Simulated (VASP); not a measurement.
Runs of VASP 6.6.1 on Si4GePt. The structure is that of space group F-43m (No. 216), or close to it. The cells are those of the table. 

| task | cell | k mesh | cutoff (eV) | gap on the mesh (eV) | pressure (GPa) | relaxed volume (Å³/atom) | largest force (eV/Å) |
| --- | --- | --- | --- | --- | --- | --- | --- |
| single point | a = 4.972 Å, angles 60.0°, 6 atoms | 4 × 4 × 4 | 520 | none | (b) | - | 0.28 |
| relaxation of cell and atoms | relaxed from a = 4.972 Å, angles 60.0°, 6 atoms | 4 × 4 × 4 | 600 | none | 0.1 | 15.98 | 0.02 |
| relaxation of cell and atoms | relaxed from a = 5.135 Å, angles 60.0°, 6 atoms | 10 × 10 × 10 | 600 | none | 0.0 | 15.94 | - |
| single point | a = 5.134 Å, angles 60.0°, 6 atoms | 10 × 10 × 10 | 520 | none | -0.1 | - | - |
| single point | a = 5.135 Å, angles 60.0°, 6 atoms | 4 × 4 × 4 | 520 | none | 0.2 | - | (a) |

Alike in all rows: level PBE; potentials or basis VASP PAW PBE potentials, release 64 (Si, Ge_d, Pt); no spin polarisation; smearing gaussian 0.1 eV.

Q: Fill in the values left out.

A: (a) 0.05; (b) 11.6.

Caveats: some runs use coarse meshes; spin-orbit coupling is left out, which moves the levels of the heavy elements.

A k mesh can miss the band edges, and the runs leave out spin-orbit coupling on Ge, Pt.

A gap of «none» marks levels without a gap at the run's occupations.
